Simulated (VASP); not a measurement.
A run of VASP 6.6.1 is set up as follows.

INCAR

```
SYSTEM = PbO
PREC     = Accurate       ! precision mode
ENCUT    = 520            ! plane-wave cutoff, eV
EDIFF    = 1E-7           ! SCF threshold, eV
ISMEAR   = 0              ! smearing method
SIGMA    = 0.05           ! smearing width, eV
LREAL    = .False.        ! projectors in reciprocal space
LASPH    = .True.         ! aspherical terms in the spheres
NELM     = 60             ! most SCF steps
ALGO     = Normal         ! electronic algorithm
ISIF     = 2              ! what is computed and relaxed
LWAVE    = .False.        ! write WAVECAR
LCHARG   = .False.        ! write CHGCAR
GGA      = PS             ! functional
NBANDS   = 28             ! bands
```

Contents of KPOINTS:

```
Automatic mesh
0
Gamma
  8 8 6
  0 0 0
```

The input POSCAR:

```
PbO
1.0
    4.1135040000      0.0000000000      0.0000000000
    0.0000000000      3.8352960000      0.0000000000
    0.0000000000      0.0000000000      5.0220000000
Pb O
2 2
Direct
    0.0000000000      0.5000000000      0.2351000000
    0.5000000000      0.0000000000      0.7649000000
    0.0000000000      0.0000000000      0.0000000000
    0.5000000000      0.5000000000      0.0000000000
```

Potentials or basis: VASP PAW PBE potentials, release 64 (Pb_d, O).

The run is started by

```bash
$ cat potpaw_PBE.64/Pb_d/POTCAR potpaw_PBE.64/O/POTCAR > POTCAR
$ mpirun -np 1 vasp_std > vasp.out
```

Q: Estimate the band gap on the k mesh.

A: 1.16 eV, indirect (least direct gap 2.27 eV).

Q: Predict the largest force.

A: 0.568 eV/Å.

Q: Predict the pressure.

A: 1.5 GPa.

Forces in eV/Å, atoms in the order of the input:
```
Pb   0.000  0.000  0.275
Pb   0.000  0.000 -0.275
O    0.000  0.000 -0.568
O    0.000  0.000  0.568
```

Caveat: the cell differs from its parent crystal (strain +0.0350 x Voigt [1, -1, 0, 0, 0, 0]); the PAW data sets were made with another functional, which shifts forces and pressure a little; spin-orbit coupling is left out, which moves the levels of the heavy elements. A k mesh can miss the band edges.
